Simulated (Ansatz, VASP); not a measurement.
## ZnS: VASP beside Ansatz

File POSCAR:

```
ZnS
1.0
    0.0000000000      2.7046500000      2.7046500000
    2.7046500000      0.0000000000      2.7046500000
    2.7046500000      2.7046500000      0.0000000000
Zn S
1 1
Direct
    0.0000000000      0.0000000000      0.0000000000
    0.7401959572      0.7500000000      0.7500000000
```

INCAR.step1

```
SYSTEM = ZnS
PREC     = Accurate       ! precision mode
ENCUT    = 520            ! plane-wave cutoff, eV
ISMEAR   = 0              ! smearing method
SIGMA    = 0.05           ! smearing width, eV
LREAL    = .False.        ! projectors in reciprocal space
LASPH    = .True.         ! aspherical terms in the spheres
NELM     = 80             ! most SCF steps
NBANDS   = 16             ! bands
GGA      = PE             ! functional
ALGO     = Normal         ! electronic algorithm
EDIFF    = 1E-4           ! SCF threshold, eV
LWAVE    = .True.         ! write WAVECAR
LCHARG   = .False.        ! write CHGCAR
```

File INCAR.step2:

```
SYSTEM = ZnS
PREC     = Accurate       ! precision mode
ENCUT    = 520            ! plane-wave cutoff, eV
EDIFF    = 1E-6           ! SCF threshold, eV
ISMEAR   = 0              ! smearing method
SIGMA    = 0.05           ! smearing width, eV
LREAL    = .False.        ! projectors in reciprocal space
LASPH    = .True.         ! aspherical terms in the spheres
NELM     = 80             ! most SCF steps
ALGO     = Normal         ! electronic algorithm
ISIF     = 2              ! what is computed and relaxed
LWAVE    = .False.        ! write WAVECAR
LCHARG   = .True.         ! write CHGCAR
METAGGA  = R2SCAN         ! meta-GGA
LMIXTAU  = .True.       
LELF     = .True.         ! ELF
LVHAR    = .True.       
NBANDS   = 16             ! bands
ISTART   = 1
```

The input KPOINTS:

```
Automatic mesh
0
Gamma
  8 8 8
  0 0 0
```

Input for Ansatz:

```yaml
crystal:
  lattice:
    - [0.0, 2.70465, 2.70465]
    - [2.70465, 0.0, 2.70465]
    - [2.70465, 2.70465, 0.0]
  atoms:
    - { symbol: Zn, position: [0.0, 0.0, 0.0] }
    - { symbol: S, position: [0.7401959572, 0.75, 0.75] }
basis:
  ecutwfc: 500
kpoints:
  mp_grid: { grid: [8, 8, 8] }
hamiltonian:
  xc: r2scan
scf:
  occupations: { method: gaussian, width: 0.05 }
output:
  forces: true
  stress: true
  eigenvalues: true
```

Change from the starting cell: all S atoms moved +0.037 Å, as atom 2 towards its neighbour atom 2 (S) at 3.825 Å.

Alike in both runs: task single point; functional r2SCAN; k mesh 8 × 8 × 8; occupations gaussian, width 0.05 eV; no spin polarisation.

|  | VASP | Ansatz |
| --- | --- | --- |
| version | VASP 6.6.1 | Ansatz 0.2.0 |
| potentials or method | VASP PAW PBE potentials, release 64 (Zn, S), cutoff 520 eV | scalar-relativistic, plane waves, PAW |
| valence electrons in the cell | 18 | 18 |

```tsv
	VASP	Ansatz	Ansatz less VASP
gap on the k mesh at the Fermi level (eV)	2.63	2.62	-0.009
least direct gap on the mesh (eV)	2.63	2.62	-0.009
pressure (GPa)	-0.8	-0.8	-0.05
traceless stress, the component that is largest in VASP (GPa)	-0.58	-0.57	+0.007
rms of the force components (eV/Å)	0.124	0.123	-0.0010
```

VASP's potentials were made for PBE, not for r2SCAN. Atom by atom the forces differ by 0.001 eV/Å (rms over components).
